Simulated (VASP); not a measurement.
# BP (F-43m) in VASP: notebook

BP is run at these levels: LDA; tasks: single point.

Program: VASP 6.6.1. These are calculated values, not measurements. Logs are shortened: lines on timing, memory, paths and dates and some standing lists are left out, and cuts for length are marked.

**1. The cell of the first run**

It takes space group F-43m (No. 216, cubic). Conventional cell: a = 4.450 Å, b = 4.450 Å, c = 4.450 Å, α = 90.00°, β = 90.00°, γ = 90.00°. B (site symmetry -43m) has 4 P at 1.93 Å within 2.6 Å. Within 2.6 Å of P (site symmetry -43m) lie 4 B at 1.93 Å.

**2. Single point, LDA**

INCAR

```
PREC = Accurate
ENCUT = 520
EDIFF = 1E-7
ISMEAR = 0
SIGMA = 0.01
LREAL = F
LASPH = T
NELM = 80
ALGO = Normal
ISIF = 2
LWAVE = F
LCHARG = F
GGA = CA
NBANDS = 11
```

KPOINTS

```
regular mesh
0
Gamma
  10 10 10
```

POSCAR

```
BP
1.0
    0.0000000000      2.2250781898      2.2250781898
    2.2250781898      0.0000000000      2.2250781898
    2.2250781898      2.2250781898      0.0000000000
B P
1 1
Direct
    0.0000000000      0.0000000000      0.0000000000
    0.7500000000      0.7500000000      0.7500000000
```

Potentials or basis: VASP PAW LDA potentials, release 64 (B, P).

On the command line:

```sh
> cat potpaw_LDA.64/B/POTCAR potpaw_LDA.64/P/POTCAR > POTCAR
> mpirun -np 1 vasp_std > vasp.out
```

OUTCAR:

```text
PREC = Accurate
   ENCUT = 520
   EDIFF = 1E-7
   ISMEAR = 0
   LREAL = F
   LASPH = T
   NELM = 80
   ISIF = 2
   GGA = CA

 ion  position               nearest neighbor table
   1  0.000  0.000  0.000-   2 1.93   2 1.93   2 1.93   2 1.93
   2  0.750  0.750  0.750-   1 1.93   1 1.93   1 1.93   1 1.93

  LATTYP: Found a face centered cubic cell.
 ALAT       =     4.4501563796

  Lattice vectors:

 A1 = (   0.0000000000,   2.2250781898,   2.2250781898)
 A2 = (   2.2250781898,   0.0000000000,   2.2250781898)
 A3 = (   2.2250781898,   2.2250781898,   0.0000000000)

Analysis of symmetry for initial positions (statically):
=====================================================================
 Subroutine PRICEL returns:
 Original cell was already a primitive cell.

 Routine SETGRP: Setting up the symmetry group for a
 face centered cubic supercell.

 Subroutine GETGRP returns: Found 24 space group operations
 (whereof 24 operations were pure point group operations)
 out of a pool of 48 trial point group operations.

The static configuration has the point symmetry T_d .

Analysis of symmetry for dynamics (positions and initial velocities):
=====================================================================
 Subroutine PRICEL returns:
 Original cell was already a primitive cell.

 Routine SETGRP: Setting up the symmetry group for a
 face centered cubic supercell.

 Subroutine GETGRP returns: Found 24 space group operations
 (whereof 24 operations were pure point group operations)
 out of a pool of 48 trial point group operations.

The dynamic configuration has the point symmetry T_d .

 Subroutine INISYM returns: Found 24 space group operations
 (whereof 24 operations are pure point group operations),
 and found     1 'primitive' translations

----------------------------------------------------------------------------------------

                                     Primitive cell

  volume of cell :      22.0326

  direct lattice vectors                    reciprocal lattice vectors
     0.000000000  2.225078190  2.225078190    -0.224711204  0.224711204  0.224711204
     2.225078190  0.000000000  2.225078190     0.224711204 -0.224711204  0.224711204
     2.225078190  2.225078190  0.000000000     0.224711204  0.224711204 -0.224711204

  length of vectors
     3.146735753  3.146735753  3.146735753     0.389211223  0.389211223  0.389211223

  position of ions in fractional coordinates (direct lattice)
     0.000000000  0.000000000  0.000000000
     0.750000000  0.750000000  0.750000000

  ion indices of the primitive-cell ions
   primitive index   ion index
                 1           1
                 2           2

----------------------------------------------------------------------------------------

 KPOINTS: regular mesh

Automatic generation of k-mesh.
 Grid dimensions read from file:
 generate k-points for:   10   10   10

 Generating k-lattice:

  Cartesian coordinates                     Fractional coordinates (reciprocal lattice)
    -0.022471120  0.022471120  0.022471120     0.100000000  0.000000000  0.000000000
     0.022471120 -0.022471120  0.022471120     0.000000000  0.100000000  0.000000000
     0.022471120  0.022471120 -0.022471120     0.000000000  0.000000000  0.100000000

  Length of vectors
     0.038921122  0.038921122  0.038921122

  Shift w.r.t. Gamma in fractional coordinates (k-lattice)
     0.000000000  0.000000000  0.000000000

 Subroutine IBZKPT returns following result:
 ===========================================

 Found     47 irreducible k-points:

 Following reciprocal coordinates:
            Coordinates               Weight
  0.000000  0.000000  0.000000      1.000000
  0.100000  0.000000  0.000000      8.000000
  0.200000  0.000000  0.000000      8.000000
  0.300000  0.000000  0.000000      8.000000
  0.400000  0.000000  0.000000      8.000000
  0.500000  0.000000  0.000000      4.000000
[... 16 lines left out ...]
  0.300000  0.300000  0.000000      6.000000
  0.400000  0.300000  0.000000     24.000000
 [... further k-points ...]
   k-points           NKPTS =     47   k-points in BZ     NKDIM =     47   number of bands    NBANDS=     11
   number of dos      NEDOS =    301   number of ions     NIONS =      2
   total plane-waves  NPLWV =  13824
   dimension x,y,z NGX =    24 NGY =   24 NGZ =   24
   dimension x,y,z NGXF=    48 NGYF=   48 NGZF=   48
   ions per type =               1   1
   NGX,Y,Z   is equivalent  to a cutoff of  12.68, 12.68, 12.68 a.u.
   NGXF,Y,Z  is equivalent  to a cutoff of  25.36, 25.36, 25.36 a.u.
 SYSTEM =  unknown system
   PREC   = accura    normal or accurate (medium, high low for compatibility)
   ISTART =      0    job   : 0-new  1-cont  2-samecut
   ICHARG =      2    charge: 1-file 2-atom 10-const
   ISPIN  =      1    spin polarized calculation?
   LNONCOLLINEAR =      F non collinear calculations
   LSORBIT =      F    spin-orbit coupling
   LASPH  =      T    aspherical Exc in radial PAW
   ENCUT  =  520.0 eV  38.22 Ry    6.18 a.u.   5.85  5.85  5.85*2*pi/ulx,y,z
   NELM   =     80;   NELMIN=  2; NELMDL= -5     # of ELM steps
   EDIFF  = 0.1E-06   stopping-criterion for ELM
   LREAL  =      F    real-space projection
   EDIFFG = 0.1E-05   stopping-criterion for IOM
   NSW    =      0    number of steps for IOM
   IBRION =     -1    ionic relax: 0-MD 1-quasi-New 2-CG
   NFREE  =      0    steps in history (QN), initial steepest desc. (CG)
   ISIF   =      2    stress and relaxation
   ISYM   =      2    0-nonsym 1-usesym 2-fastsym
   POTIM  = 0.5000    time-step for ionic-motion
   TEBEG  =    0.0;   TEEND  =   0.0 temperature during run
   PSTRESS=    0.0 pullay stress
   NELECT =       8.0000    total number of electrons
   NUPDOWN=      -1.0000    fix difference up-down
   EMIN   =  10.00;   EMAX   =-10.00  energy-range for DOS
   EFERMI =   0.00;   METHOD = LEGACY
   ISMEAR =     0;   SIGMA  =   0.01  broadening in eV -4-tet -1-fermi 0-gaus
   EFERMI_NEDOS =   21; number of points for ismear=-14 and -15
   IALGO  =     38    algorithm
   IMIX   =      4    mixing-type and parameters
     AMIX     =   0.40;   BMIX     =  1.00
     AMIX_MAG =   1.60;   BMIX_MAG =  1.00
  volume/ion in A,a.u.               =      11.02        74.34
  Fermi-wavevector in a.u.,A,eV,Ry     =   1.167928  2.207065 18.559119  1.364057
  Thomas-Fermi vector in A             =   2.304422
   LORBIT       =      0    0 simple, 1 ext, 2 COOP (PROOUT), +10 PAW based schemes
   GGA     = CA    functional components
   LHFCALC =     F    Hartree Fock is set to
   AEXX    =    0.0000 exact exchange contribution
   IVDW    =     0    specifies the selected vdW correction
   LEPSILON=     F    determine dielectric tensor
   LRPA    =     F    only Hartree local field effects (RPA)
 non-spin polarized calculation
 Gauss-broadening in eV      SIGMA  =   0.01
  energy-cutoff  :      520.00
  volume of cell :       22.03
 maximum number of plane-waves:       609
   NGX = 11   NGY = 11   NGZ = 11

 number of electron       8.0000001 magnetization

 Free energy of the ion-electron system (eV)
  ---------------------------------------------------
  ext. energy  EPLUGINS =         0.00000000
  ---------------------------------------------------
  free energy    TOTEN  =       -14.39031026 eV

  energy without entropy =      -14.39031026  energy(sigma->0) =      -14.39031026

 E-fermi :   8.2719     XC(G=0): -11.3316

 val. band max:        8.1191763964   @ k =   0.0000   0.0000   0.0000
 cond. band min:       9.2381809099   @ k =   0.4000   0.4000   0.0000
 fundamental gap:      1.1190045135
 Fermi energy:         8.2718786368

 k-point     1 :       0.0000    0.0000    0.0000
  band No.  band energies     occupation
      1      -7.7965      2.00000
      2       8.1192      2.00000
      3       8.1192      2.00000
      4       8.1192      2.00000
      5      11.5953      0.00000
      6      11.5953      0.00000
      7      11.5953      0.00000
      8      16.3982      0.00000
      9      19.8018      0.00000
     10      20.4769      0.00000
     11      20.4769      0.00000

 k-point     2 :       0.1000    0.0000    0.0000
  band No.  band energies     occupation
      1      -7.6078      2.00000
      2       6.7857      2.00000
      3       7.8111      2.00000
      4       7.8111      2.00000
      5      12.0222      0.00000
      6      12.0222      0.00000
      7      12.0788      0.00000
      8      16.8397      0.00000
      9      19.7211      0.00000
     10      19.7211      0.00000
     11      20.3975      0.00000

 k-point     3 :       0.2000    0.0000    0.0000
  band No.  band energies     occupation
      1      -7.0479      2.00000
      2       4.3683      2.00000
      3       7.2310      2.00000
      4       7.2310      2.00000
      5      12.3821      0.00000
      6      12.7586      0.00000
      7      12.7586      0.00000
      8      17.7619      0.00000
      9      19.0754      0.00000
     10      19.0754      0.00000
     11      21.3109      0.00000

 k-point     4 :       0.3000    0.0000    0.0000
  band No.  band energies     occupation
      1      -6.1442      2.00000
      2       1.9144      2.00000
      3       6.7269      2.00000
      4       6.7269      2.00000
      5      12.3665      0.00000
      6      13.0533      0.00000
      7      13.0533      0.00000
      8      18.3363      0.00000
      9      19.7041      0.00000
     10      19.7041      0.00000
     11      21.7113      0.00000
[... 239 lines left out ...]
 k-point    22 :      -0.2000    0.2000    0.0000
  band No.  band energies     occupation
      1      -5.8385      2.00000
      2       2.7740      2.00000
      3       3.7264      2.00000
      4       6.8363      2.00000
      5      12.6942      0.00000
      6      13.5651      0.00000
      7      14.7185      0.00000
      8      16.7908      0.00000
      9      17.6549      0.00000
     10      22.0260      0.00000
     11      24.5598      0.00000

 k-point    23 :       0.3000    0.3000    0.0000
  band No.  band energies     occupation
      1      -5.5783      2.00000
      2       3.2986      2.00000
      3       4.7366      2.00000
      4       4.7366      2.00000
      5       9.5589      0.00000
      6      11.9218      0.00000
      7      17.2904      0.00000
      8      17.2904      0.00000
      9      21.8583      0.00000
     10      22.8233      0.00000
     11      25.1704      0.00000

 k-point    24 :       0.4000    0.3000    0.0000
  band No.  band energies     occupation
      1      -4.7071      2.00000
      2       1.9068      2.00000
      3       3.8575      2.00000
      4       4.4302      2.00000
      5       9.8420      0.00000
      6      11.6488      0.00000
      7      17.9115      0.00000
      8      17.9667      0.00000
      9      22.6471      0.00000
     10      23.7443      0.00000
     11      25.8390      0.00000

 [... further k-points ...]

------------------------ aborting loop because EDIFF is reached ----------------------------------------

  FORCE on cell =-STRESS in cart. coord.  units (eV):
  Direction    XX          YY          ZZ          XY          YZ          ZX
  --------------------------------------------------------------------------------------
  -------------------------------------------------------------------------------------
  Total        0.6692608      0.6692608      0.6692608      0.0000000      0.0000000     -0.0000000
  in kB       48.6676235     48.6676235     48.6676235      0.0000000      0.0000000     -0.0000000
  external PRESSURE =      48.6676235 kB  Pullay stress =       0.0000000 kB

 VOLUME and BASIS-vectors are now :
 -----------------------------------------------------------------------------
  energy-cutoff  :      520.00
  volume of cell :       22.03
      direct lattice vectors                 reciprocal lattice vectors
     0.000000000  2.225078190  2.225078190    -0.224711204  0.224711204  0.224711204
     2.225078190  0.000000000  2.225078190     0.224711204 -0.224711204  0.224711204
     2.225078190  2.225078190  0.000000000     0.224711204  0.224711204 -0.224711204

 POSITION                                       TOTAL-FORCE (eV/Angst)
 -----------------------------------------------------------------------------------
      0.00000      0.00000      0.00000         0.000000      0.000000     -0.000000
      3.33762      3.33762      3.33762        -0.000000     -0.000000      0.000000
 -----------------------------------------------------------------------------------
    total drift:                                0.000000      0.000000     -0.000000

  FREE ENERGIE OF THE ION-ELECTRON SYSTEM (eV)
  ---------------------------------------------------
  free  energy   TOTEN  =       -14.3903102628 eV

  energy  without entropy=      -14.3903102628  energy(sigma->0) =      -14.39031026
```

Run time: 4.1 s. Hardware: 1 thread of Intel Xeon 6975P-C, shared host; peak memory 0.13 GiB.

Results:

| Item | Value |
| --- | --- |
| Free energy | -14.3903 eV |
| Pressure | 4.9 GPa |
| Band gap on the k mesh | 1.12 eV, indirect (least direct gap 3.48 eV) |

Levels at points of the mesh, in eV from the valence-band top:
```tsv
k point	band 2	band 3	band 4	band 5	band 6	band 7
(0.00, 0.00, 0.00)	0.00	0.00	0.00	3.48	3.48	3.48
(0.50, 0.00, 0.00)	-9.43	-1.82	-1.82	4.14	4.72	4.72
(0.50, 0.50, 0.00)	-8.79	-4.32	-4.32	1.19	1.51	12.55
```

A k mesh can miss the band edges.

**3. Single point, LDA (volume scaled by 0.98)**

INCAR

```
SYSTEM = BP
PREC = Accurate
ENCUT = 520
EDIFF = 1E-7
ISMEAR = 0
SIGMA = 0.01
LREAL = .False.
LASPH = .True.
NELM = 80
ALGO = Normal
ISIF = 2
LWAVE = .False.
LCHARG = .True.
LELF = .True.
LVHAR = .True.
NBANDS = 11
```

KPOINTS

```
regular mesh
0
Gamma
  10 10 10
  0 0 0
```

POSCAR

```
BP
1.0
    0.0000000000      2.2301628116      2.2301628116
    2.2301628116      0.0000000000      2.2301628116
    2.2301628116      2.2301628116      0.0000000000
B P
1 1
Direct
    0.0000000000      0.0000000000      0.0000000000
    0.7500000000      0.7500000000      0.7500000000
```

Potentials or basis: VASP PAW LDA potentials, release 64 (B, P).

On the command line:

```sh
> cat potpaw_LDA.64/B/POTCAR potpaw_LDA.64/P/POTCAR > POTCAR
> mpirun -np 1 vasp_std > vasp.out
```

Wall time 4.1 s (1 thread of Intel Xeon 6975P-C, shared host); peak memory 0.13 GiB.

The run converged. Its results:

* Free energy: -14.3944 eV
* Pressure: 3.6 GPa
* Band gap on the k mesh: 1.13 eV, indirect (least direct gap 3.46 eV)

Levels at points of the mesh, in eV from the valence-band top:
| k point | band 1 | band 2 | band 3 | band 4 | band 5 | band 6 | band 7 | band 8 | band 9 |
| --- | --- | --- | --- | --- | --- | --- | --- | --- | --- |
| (0.00, 0.00, 0.00) | -15.85 | 0.00 | 0.00 | 0.00 | 3.46 | 3.46 | 3.46 | 8.17 | 11.63 |
| (0.50, 0.00, 0.00) | -12.32 | -9.38 | -1.81 | -1.81 | 4.10 | 4.72 | 4.72 | 10.11 | 14.92 |
| (0.50, 0.50, 0.00) | -10.75 | -8.75 | -4.29 | -4.29 | 1.21 | 1.51 | 12.49 | 12.49 | 15.61 |
